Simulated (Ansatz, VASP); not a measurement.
**One calculation of SiO2, two programs**

The input INCAR:

```
PREC = Accurate
ENCUT = 600
EDIFF = 1E-6
ISMEAR = 0
SIGMA = 0.02
LREAL = False
LASPH = True
NELM = 80
ALGO = Normal
ISIF = 3
LWAVE = False
LCHARG = False
GGA = PS
IBRION = 2
NSW = 100
EDIFFG = -0.005
```

The input KPOINTS:

```
Automatic mesh
0
Gamma
  6 6 6
```

Contents of POSCAR:

```
SiO2
1.0
   -2.4772904627      2.4772904627      3.6556712422
    2.4772904627     -2.4772904627      3.6556712422
    2.4772904627      2.4772904627     -3.6556712422
Si O
2 4
Direct
    0.0000000000      0.0000000000      0.0000000000
    0.7500000000      0.2500000000      0.5000000000
    0.3750000000      0.2217861300      0.3467861300
    0.9717861300      0.6250000000      0.8467861300
    0.7782138700      0.1250000000      0.1532138700
    0.8750000000      0.0282138700      0.6532138700
```

Input for Ansatz:

```yaml
crystal:
  lattice:
    - [-2.4772904627, 2.4772904627, 3.6556712422]
    - [2.4772904627, -2.4772904627, 3.6556712422]
    - [2.4772904627, 2.4772904627, -3.6556712422]
  atoms:
    - { symbol: Si, position: [0.0, 0.0, 0.0] }
    - { symbol: Si, position: [0.75, 0.25, 0.5] }
    - { symbol: O, position: [0.375, 0.22178613, 0.34678613] }
    - { symbol: O, position: [0.97178613, 0.625, 0.84678613] }
    - { symbol: O, position: [0.77821387, 0.125, 0.15321387] }
    - { symbol: O, position: [0.875, 0.02821387, 0.65321387] }
basis:
  ecutwfc: 420
kpoints:
  mp_grid: { grid: [6, 6, 6] }
hamiltonian:
  xc: pbesol
scf:
  occupations: { method: gaussian, width: 0.02 }
output:
  forces: true
  stress: true
  eigenvalues: true
  write_density: true
  write_potential: true
  elf: true
  volumetric_format: npy
relax:
  adjacent_minimum: "off"
  f_tol: 0.005
  max_steps: 80
  cell: { stress_tol: 0.05 }
```

Alike in both runs: task relaxation of cell and atoms; functional PBEsol; k mesh 6 × 6 × 6; occupations gaussian, width 0.02 eV; no spin polarisation.

```csv
,VASP,Ansatz
version,VASP 6.6.1,Ansatz 0.2.0
potentials or method,"VASP PAW PBE potentials, release 64 (Si, O), cutoff 600 eV","scalar-relativistic, plane waves, PAW"
valence electrons in the cell,32,32
```

Ansatz gave:

* gap on the k mesh at the Fermi level, each at its own relaxed structure (eV): 5.82
* relaxed volume (Å³/atom): 15.17
* relaxed length of the cell vector where the two differ most in proportion (Å): 5.085

Q: Which values does VASP return?

A: gap on the k mesh at the Fermi level, each at its own relaxed structure (eV): 5.81; relaxed volume (Å³/atom): 15.16; relaxed length of the cell vector where the two differ most in proportion (Å): 5.086.

VASP's potentials were made for PBE, not for PBEsol.
